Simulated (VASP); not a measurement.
# TaN (Fm-3m) in VASP: further runs

TaN is run at these levels: PBE; tasks: single point.

Program: VASP 6.6.1. These are calculated values, not measurements. Logs are shortened: lines on timing, memory, paths and dates and some standing lists are left out, and cuts for length are marked.

### Step 1. The cell of the first run

It takes space group Fm-3m (No. 225, cubic). The conventional cell has a = 4.422 Å, b = 4.422 Å, c = 4.422 Å, α = 90.00°, β = 90.00°, γ = 90.00°. Within 2.9 Å of Ta (site symmetry m-3m) lie 6 N at 2.21 Å. N (site symmetry m-3m) has 6 Ta at 2.21 Å within 2.9 Å.

### Step 2. Single point, PBE

The input, INCAR:

```
SYSTEM = TaN
ALGO = Normal
EDIFF = 1E-6
ENCUT = 700
GGA = PE
GGA_COMPAT = .False.
ISIF = 2
ISMEAR = 0
LASPH = .True.
LCHARG = .True.
LELF = .True.
LREAL = .False.
LVHAR = .True.
LWAVE = .False.
NBANDS = 16
NELM = 120
PREC = Accurate
SIGMA = 0.1
```

The input, KPOINTS:

```
k-points
0
Gamma
  16 16 16
  0 0 0
```

The input, POSCAR:

```
TaN
1.0
    0.0000000000      2.2109781311      2.2109781311
    2.2109781311      0.0000000000      2.2109781311
    2.2109781311      2.2109781311      0.0000000000
Ta N
1 1
Direct
    0.5000000000      0.5000000000      0.5000000000
    0.0000000000      0.0000000000      0.0000000000
```

Potentials or basis: VASP PAW PBE potentials, release 64 (Ta_sv_GW, N).

Started as:

```console
$ cat potpaw_PBE.64/Ta_sv_GW/POTCAR potpaw_PBE.64/N/POTCAR > POTCAR
$ mpirun -np 1 vasp_std > vasp.out
```

OUTCAR:

```text
SYSTEM = TaN
   EDIFF = 1E-6
   ENCUT = 700
   GGA = PE
   ISIF = 2
   ISMEAR = 0
   LASPH = .True.
   LREAL = .False.
   NELM = 120
   PREC = Accurate

 ion  position               nearest neighbor table
   1  0.500  0.500  0.500-   2 2.21   2 2.21   2 2.21   2 2.21   2 2.21   2 2.21
   2  0.000  0.000  0.000-   1 2.21   1 2.21   1 2.21   1 2.21   1 2.21   1 2.21

  LATTYP: Found a face centered cubic cell.
 ALAT       =     4.4219562622

  Lattice vectors:

 A1 = (   0.0000000000,   2.2109781311,   2.2109781311)
 A2 = (   2.2109781311,   0.0000000000,   2.2109781311)
 A3 = (   2.2109781311,   2.2109781311,   0.0000000000)

Analysis of symmetry for initial positions (statically):
=====================================================================
 Subroutine PRICEL returns:
 Original cell was already a primitive cell.

 Routine SETGRP: Setting up the symmetry group for a
 face centered cubic supercell.

 Subroutine GETGRP returns: Found 48 space group operations
 (whereof 48 operations were pure point group operations)
 out of a pool of 48 trial point group operations.

The static configuration has the point symmetry O_h .

Analysis of symmetry for dynamics (positions and initial velocities):
=====================================================================
 Subroutine PRICEL returns:
 Original cell was already a primitive cell.

 Routine SETGRP: Setting up the symmetry group for a
 face centered cubic supercell.

 Subroutine GETGRP returns: Found 48 space group operations
 (whereof 48 operations were pure point group operations)
 out of a pool of 48 trial point group operations.

The dynamic configuration has the point symmetry O_h .

 Subroutine INISYM returns: Found 48 space group operations
 (whereof 48 operations are pure point group operations),
 and found     1 'primitive' translations

----------------------------------------------------------------------------------------

                                     Primitive cell

  volume of cell :      21.6164

  direct lattice vectors                    reciprocal lattice vectors
     0.000000000  2.210978131  2.210978131    -0.226144254  0.226144254  0.226144254
     2.210978131  0.000000000  2.210978131     0.226144254 -0.226144254  0.226144254
     2.210978131  2.210978131  0.000000000     0.226144254  0.226144254 -0.226144254

  length of vectors
     3.126795259  3.126795259  3.126795259     0.391693338  0.391693338  0.391693338

  position of ions in fractional coordinates (direct lattice)
     0.500000000  0.500000000  0.500000000
     0.000000000  0.000000000  0.000000000

  ion indices of the primitive-cell ions
   primitive index   ion index
                 1           1
                 2           2

----------------------------------------------------------------------------------------

 KPOINTS: k-points

Automatic generation of k-mesh.
 Grid dimensions read from file:
 generate k-points for:   16   16   16

 Generating k-lattice:

  Cartesian coordinates                     Fractional coordinates (reciprocal lattice)
    -0.014134016  0.014134016  0.014134016     0.062500000  0.000000000  0.000000000
     0.014134016 -0.014134016  0.014134016     0.000000000  0.062500000  0.000000000
     0.014134016  0.014134016 -0.014134016     0.000000000  0.000000000  0.062500000

  Length of vectors
     0.024480834  0.024480834  0.024480834

  Shift w.r.t. Gamma in fractional coordinates (k-lattice)
     0.000000000  0.000000000  0.000000000

 Subroutine IBZKPT returns following result:
 ===========================================

 Found    145 irreducible k-points:

 Following reciprocal coordinates:
            Coordinates               Weight
  0.000000  0.000000  0.000000      1.000000
  0.062500  0.000000  0.000000      8.000000
  0.125000  0.000000  0.000000      8.000000
  0.187500  0.000000  0.000000      8.000000
  0.250000  0.000000  0.000000      8.000000
  0.312500  0.000000  0.000000      8.000000
[... 16 lines left out ...]
 -0.125000  0.062500  0.000000     24.000000
 -0.062500  0.062500  0.000000     12.000000
 [... further k-points ...]
   k-points           NKPTS =    145   k-points in BZ     NKDIM =    145   number of bands    NBANDS=     16
   number of dos      NEDOS =    301   number of ions     NIONS =      2
   total plane-waves  NPLWV =  21952
   dimension x,y,z NGX =    28 NGY =   28 NGZ =   28
   dimension x,y,z NGXF=    56 NGYF=   56 NGZF=   56
   ions per type =               1   1
   NGX,Y,Z   is equivalent  to a cutoff of  14.89, 14.89, 14.89 a.u.
   NGXF,Y,Z  is equivalent  to a cutoff of  29.77, 29.77, 29.77 a.u.
 SYSTEM =  TaN
   PREC   = accura    normal or accurate (medium, high low for compatibility)
   ISTART =      0    job   : 0-new  1-cont  2-samecut
   ICHARG =      2    charge: 1-file 2-atom 10-const
   ISPIN  =      1    spin polarized calculation?
   LNONCOLLINEAR =      F non collinear calculations
   LSORBIT =      F    spin-orbit coupling
   LASPH  =      T    aspherical Exc in radial PAW
   ENCUT  =  700.0 eV  51.45 Ry    7.17 a.u.   6.75  6.75  6.75*2*pi/ulx,y,z
   NELM   =    120;   NELMIN=  2; NELMDL= -5     # of ELM steps
   EDIFF  = 0.1E-05   stopping-criterion for ELM
   LREAL  =      F    real-space projection
   EDIFFG = 0.1E-04   stopping-criterion for IOM
   NSW    =      0    number of steps for IOM
   IBRION =     -1    ionic relax: 0-MD 1-quasi-New 2-CG
   NFREE  =      0    steps in history (QN), initial steepest desc. (CG)
   ISIF   =      2    stress and relaxation
   ISYM   =      2    0-nonsym 1-usesym 2-fastsym
   POTIM  = 0.5000    time-step for ionic-motion
   TEBEG  =    0.0;   TEEND  =   0.0 temperature during run
   PSTRESS=    0.0 pullay stress
   NELECT =      18.0000    total number of electrons
   NUPDOWN=      -1.0000    fix difference up-down
   EMIN   =  10.00;   EMAX   =-10.00  energy-range for DOS
   EFERMI =   0.00;   METHOD = LEGACY
   ISMEAR =     0;   SIGMA  =   0.10  broadening in eV -4-tet -1-fermi 0-gaus
   EFERMI_NEDOS =   21; number of points for ismear=-14 and -15
   IALGO  =     38    algorithm
   IMIX   =      4    mixing-type and parameters
     AMIX     =   0.40;   BMIX     =  1.00
     AMIX_MAG =   1.60;   BMIX_MAG =  1.00
  volume/ion in A,a.u.               =      10.81        72.94
  Fermi-wavevector in a.u.,A,eV,Ry     =   1.540179  2.910516 32.275082  2.372152
  Thomas-Fermi vector in A             =   2.646303
   LORBIT       =      0    0 simple, 1 ext, 2 COOP (PROOUT), +10 PAW based schemes
   GGA     = PE    functional components
   LHFCALC =     F    Hartree Fock is set to
   AEXX    =    0.0000 exact exchange contribution
   IVDW    =     0    specifies the selected vdW correction
   LEPSILON=     F    determine dielectric tensor
   LRPA    =     F    only Hartree local field effects (RPA)
 non-spin polarized calculation
 Gauss-broadening in eV      SIGMA  =   0.10
  energy-cutoff  :      700.00
  volume of cell :       21.62
 maximum number of plane-waves:       934
   NGX = 13   NGY = 13   NGZ = 13

 number of electron      18.0000000 magnetization

 Free energy of the ion-electron system (eV)
  ---------------------------------------------------
  ext. energy  EPLUGINS =         0.00000000
  ---------------------------------------------------
  free energy    TOTEN  =       -24.35989693 eV

  energy without entropy =      -24.35408433  energy(sigma->0) =      -24.35699063

 E-fermi :  13.5519     XC(G=0): -13.6855

 val. band max:       13.5411439276   @ k =  -0.2500   0.3750   0.1250
 cond. band min:      13.5555747786   @ k =  -0.3125   0.3125   0.1250
 fundamental gap:      0.0144308510
 Fermi energy:        13.5518517899

 k-point     1 :       0.0000    0.0000    0.0000
  band No.  band energies     occupation
      1     -56.0427      2.00000
      2     -22.2248      2.00000
      3     -22.2248      2.00000
      4     -22.2248      2.00000
      5      -5.1554      2.00000
      6       9.7784      2.00000
[... 8 lines left out ...]
     15      22.7265      0.00000
     16      37.3352      0.00000

 k-point     2 :       0.0625    0.0000    0.0000
  band No.  band energies     occupation
      1     -56.0409      2.00000
      2     -22.2575      2.00000
      3     -22.2278      2.00000
      4     -22.2278      2.00000
      5      -5.0641      2.00000
      6       9.2754      2.00000
[... 8 lines left out ...]
     15      23.0116      0.00000
     16      35.8267      0.00000

 k-point     3 :       0.1250    0.0000    0.0000
  band No.  band energies     occupation
      1     -56.0353      2.00000
      2     -22.3498      2.00000
      3     -22.2364      2.00000
      4     -22.2364      2.00000
      5      -4.7999      2.00000
      6       8.2515      2.00000
[... 8 lines left out ...]
     15      23.8011      0.00000
     16      33.6103      0.00000

 k-point     4 :       0.1875    0.0000    0.0000
  band No.  band energies     occupation
      1     -56.0270      2.00000
      2     -22.4849      2.00000
      3     -22.2492      2.00000
      4     -22.2492      2.00000
      5      -4.3906      2.00000
      6       7.1064      2.00000
[... 8 lines left out ...]
     15      24.8667      0.00000
     16      31.6213      0.00000
[... 324 lines left out ...]
 k-point    22 :      -0.1875    0.0625    0.0000
  band No.  band energies     occupation
      1     -56.0224      2.00000
      2     -22.5411      2.00000
      3     -22.2851      2.00000
      4     -22.2438      2.00000
      5      -4.1763      2.00000
      6       6.5644      2.00000
[... 8 lines left out ...]
     15      25.3788      0.00000
     16      30.1269      0.00000

 k-point    23 :      -0.1250    0.0625    0.0000
  band No.  band energies     occupation
      1     -56.0312      2.00000
      2     -22.4033      2.00000
      3     -22.2657      2.00000
      4     -22.2325      2.00000
      5      -4.6101      2.00000
      6       7.6102      2.00000
[... 8 lines left out ...]
     15      24.3564      0.00000
     16      32.1005      0.00000

 k-point    24 :      -0.0625    0.0625    0.0000
  band No.  band energies     occupation
      1     -56.0377      2.00000
      2     -22.3029      2.00000
      3     -22.2456      2.00000
      4     -22.2269      2.00000
      5      -4.9170      2.00000
      6       8.5886      2.00000
[... 8 lines left out ...]
     15      23.4646      0.00000
     16      34.3042      0.00000

 [... further k-points ...]

------------------------ aborting loop because EDIFF is reached ----------------------------------------

  FORCE on cell =-STRESS in cart. coord.  units (eV):
  Direction    XX          YY          ZZ          XY          YZ          ZX
  --------------------------------------------------------------------------------------
  -------------------------------------------------------------------------------------
  Total       -0.1557965     -0.1557965     -0.1557965     -0.0000000     -0.0000000     -0.0000000
  in kB      -11.5474168    -11.5474168    -11.5474168     -0.0000000     -0.0000000     -0.0000000
  external PRESSURE =     -11.5474168 kB  Pullay stress =       0.0000000 kB

 VOLUME and BASIS-vectors are now :
 -----------------------------------------------------------------------------
  energy-cutoff  :      700.00
  volume of cell :       21.62
      direct lattice vectors                 reciprocal lattice vectors
     0.000000000  2.210978131  2.210978131    -0.226144254  0.226144254  0.226144254
     2.210978131  0.000000000  2.210978131     0.226144254 -0.226144254  0.226144254
     2.210978131  2.210978131  0.000000000     0.226144254  0.226144254 -0.226144254

 POSITION                                       TOTAL-FORCE (eV/Angst)
 -----------------------------------------------------------------------------------
      2.21098      2.21098      2.21098        -0.000000      0.000000     -0.000000
      0.00000      0.00000      0.00000         0.000000     -0.000000      0.000000
 -----------------------------------------------------------------------------------
    total drift:                                0.000000      0.000000      0.000000

  FREE ENERGIE OF THE ION-ELECTRON SYSTEM (eV)
  ---------------------------------------------------
  free  energy   TOTEN  =       -24.3598969264 eV

  energy  without entropy=      -24.3540843271  energy(sigma->0) =      -24.35699063
```

Wall time 75 s (1 thread of Intel Xeon Platinum 8259CL at 2.50GHz (Skylake/Cascade Lake), shared host); peak memory 0.23 GiB.

What came out:

```
Free energy            : -24.3599 eV
Pressure               : -1.2 GPa
Band gap on the k mesh : zero (bands 9 and 10 overlap by 3.91 eV)
```

Caveat: spin-orbit coupling is left out, which moves the levels of the heavy elements.

### Step 3. Single point, PBE

This run uses another cell than the first one, of 10.77 Å³/atom.

The input, INCAR:

```
PREC = Accurate
ENCUT = 700
EDIFF = 1E-6
ISMEAR = 0
SIGMA = 0.1
LREAL = False
LASPH = True
NELM = 120
ALGO = Normal
ISIF = 2
LWAVE = False
LCHARG = False
GGA = PE
NBANDS = 16
GGA_COMPAT = False
```

The input, KPOINTS:

```
Automatic mesh
0
Gamma
  16 16 16
```

The input, POSCAR:

```
TaN
1.0
    0.0000000000      2.2086347767      2.2086347767
    2.2086347767      0.0000000000      2.2086347767
    2.2086347767      2.2086347767      0.0000000000
Ta N
1 1
Direct
    0.5000000000      0.5000000000      0.5000000000
    0.0000000000      0.0000000000      0.0000000000
```

Potentials or basis: VASP PAW PBE potentials, release 64 (Ta_sv_GW, N).

Started as:

```console
$ cat potpaw_PBE.64/Ta_sv_GW/POTCAR potpaw_PBE.64/N/POTCAR > POTCAR
$ mpirun -np 1 vasp_std > vasp.out
```

Wall time 46 s (1 thread of AMD EPYC 9R45 (Zen 5), shared host); peak memory 0.2 GiB.

The run converged. Its results:

```
Free energy            : -24.3600 eV
Pressure               : -0.1 GPa
Band gap on the k mesh : zero (bands 9 and 10 overlap by 3.93 eV)
```

Levels at points of the mesh, in eV from the Fermi level:
```tsv
k point	band 7	band 8	band 9	band 10	band 11	band 12
(0.00, 0.00, 0.00)	-3.78	-3.78	-2.06	-2.06	-2.06	0.08
(0.50, 0.00, 0.00)	-7.48	-7.48	1.88	1.88	1.96	3.76
(0.50, 0.50, 0.00)	-5.36	-4.60	-4.60	2.09	3.49	3.49
```

Caveat: spin-orbit coupling is left out, which moves the levels of the heavy elements.
